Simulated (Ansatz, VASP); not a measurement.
**Two plane-wave programs on CdTe**

Contents of INCAR:

```
PREC = Accurate
ENCUT = 500
EDIFF = 1E-6
ISMEAR = 0
SIGMA = 0.1
LREAL = F
LASPH = T
NELM = 120
ALGO = Normal
ISIF = 2
LWAVE = F
LCHARG = T
GGA = PS
LELF = T
LVHAR = T
NBANDS = 16
GGA_COMPAT = F
```

The input KPOINTS:

```
Automatic mesh
0
Gamma
  6 6 6
```

The input POSCAR:

```
CdTe
1.0
    0.0000000000      3.3529480150      3.3529480150
    3.3529480150      0.0000000000      3.3529480150
    3.3529480150      3.3529480150      0.0000000000
Cd Te
1 1
Direct
    0.0000000000      0.0000000000      0.0000000000
    0.2500000000      0.2500000000      0.2500000000
```

Input for Ansatz:

```yaml
crystal:
  lattice:
    - [0.0, 3.352948015, 3.352948015]
    - [3.352948015, 0.0, 3.352948015]
    - [3.352948015, 3.352948015, 0.0]
  atoms:
    - { symbol: Cd, position: [0.0, 0.0, 0.0] }
    - { symbol: Te, position: [0.25, 0.25, 0.25] }
basis:
  ecutwfc: 420
kpoints:
  mp_grid: { grid: [6, 6, 6] }
hamiltonian:
  xc: pbesol
scf:
  occupations: { method: gaussian, width: 0.1 }
output:
  forces: true
  stress: true
  eigenvalues: true
```

Alike in both runs: task single point; functional PBEsol; k mesh 6 × 6 × 6; occupations gaussian, width 0.1 eV; no spin polarisation.

|  | VASP | Ansatz |
| --- | --- | --- |
| version | VASP 6.6.1 | Ansatz 0.2.0 |
| potentials or method | VASP PAW PBE potentials, release 64 (Cd, Te), cutoff 500 eV | scalar-relativistic, plane waves, PAW |
| valence electrons in the cell | 18 | 36 |

```csv
,VASP,Ansatz,Ansatz less VASP
gap on the k mesh at the Fermi level (eV),0.37,0.37,0.000
least direct gap on the mesh (eV),0.37,0.37,0.000
pressure (GPa),-3.1,-3.2,-0.12
```

VASP's potentials were made for PBE, not for PBEsol. The functional is the same, so the differences come from potentials, cutoffs and numerics. VASP's potentials hold 18 valence electrons a cell and Ansatz's 36, so a difference there can come from the potentials and not from the codes.

Spin-orbit coupling is off throughout.
